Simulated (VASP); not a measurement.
The system is SiO2.

```
Si O
1.0
    -2.51315    2.51315    3.68587
     2.51315   -2.51315    3.68587
     2.51315    2.51315   -3.68587
Si O
2 4
Direct
  0.00000 0.00000 0.00000
  0.75000 0.25000 0.50000
  0.37500 0.21748 0.34248
  0.96748 0.62500 0.84248
  0.78252 0.12500 0.15752
  0.87500 0.03252 0.65752
```

| Property | Result |
| --- | --- |
| Program | VASP 6.6.1 |
| Task | relaxation of cell and atoms |
| Functional | r2SCAN |
| Potentials or basis | VASP PAW PBE potentials, release 64 (Si, O) |
| Cutoff | 600 eV |
| k mesh | 6 × 6 × 6 |
| Occupations | fermi-dirac, width 0.02 eV |
| Spin | no spin polarisation |

At the start: pressure -4.3 GPa; volume 15.52 Å³/atom.

Task: Where does the relaxation end?

Result: Over 14 steps the energy falls by 6.0 meV/atom and the volume is 14.88 Å³/atom (-4.1 %); space group I-42d (No. 122, to 0.05 Å).

The path:
| step | energy change (eV) | largest force (eV/Å) | pressure (GPa) | volume (Å³) |
| --- | --- | --- | --- | --- |
| 1 | 0.0000 | 0.2651 | -4.32 | 93.12 |
| 2 | 0.0438 | 0.4827 | 7.18 | 87.59 |
| 3 | -0.0340 | 0.0203 | -0.09 | 90.87 |
| 4 | -0.0340 | 0.0260 | 0.00 | 90.82 |
| 5 | -0.0341 | 0.0262 | 0.00 | 90.78 |
| 6 | -0.0345 | 0.0243 | 0.00 | 90.65 |
| 7 | -0.0351 | 0.0217 | 0.00 | 90.40 |
| 8 | -0.0357 | 0.0142 | -0.01 | 89.89 |
| 9 | -0.0351 | 0.0050 | -0.08 | 88.88 |
| 10 | -0.0358 | 0.0103 | -0.01 | 89.62 |
| 11 | -0.0361 | 0.0007 | -0.07 | 89.45 |
| 12 | -0.0361 | 0.0070 | -0.10 | 89.36 |
| 13 | -0.0354 | 0.0386 | 0.63 | 88.91 |
| 14 | -0.0361 | 0.0005 | -0.01 | 89.30 |

Final structure:
```xyz
6
Lattice="-2.4705 2.4705 3.6580 2.4705 -2.4705 3.6580 2.4705 2.4705 -3.6580" Properties=species:S:1:pos:R:3 pbc="T T T"
Si    0.0000    0.0000    0.0000
Si    0.0000    2.4705    1.8290
O     0.4877    1.2352    0.9145
O     1.2352    2.9582    2.7435
O    -1.2352    1.9827    2.7435
O    -0.4877    3.7057    0.9145
```

Caveat: the PAW data sets were made with another functional, which shifts forces and pressure a little.
